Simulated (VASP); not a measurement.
A run of VASP 6.6.1 is set up as follows.

File INCAR:

```
  PREC = Accurate
  ENCUT = 520
  EDIFF = 1E-8
  ISMEAR = -1
  SIGMA = 0.05
  LREAL = F
  LASPH = T
  NELM = 100
  ALGO = Normal
  ISIF = 2
  LWAVE = F
  LCHARG = F
  GGA = PS
  LEFG = T
  NBANDS = 11
```

KPOINTS

```
Automatic mesh
0
Gamma
  14 14 14
```

The input POSCAR:

```
Hf
1.0
   -1.7806051177      1.7806051177      1.7806051177
    1.7806051177     -1.7806051177      1.7806051177
    1.7806051177      1.7806051177     -1.7806051177
Hf
1
Direct
    0.0000000000      0.0000000000      0.0000000000
```

Potentials or basis: VASP PAW PBE potentials, release 64 (Hf_pv).

Run with:

```bash
$ cat potpaw_PBE.64/Hf_pv/POTCAR > POTCAR
$ mpirun -np 1 vasp_std > vasp.out
```

(1) Predict the band gap on the k mesh.

(2) Predict the pressure.

Results:

(1) zero (band 5 reaches 5.86 eV, above the bottom of band 6 at 3.61 eV).

(2) -6.1 GPa.

Caveat: without QUAD_EFG the Cq values of the log hold for a quadrupole moment of 1 mb, not for the nuclei; the PAW data sets were made with another functional, which shifts forces and pressure a little; spin-orbit coupling is left out, which moves the levels of the heavy elements.
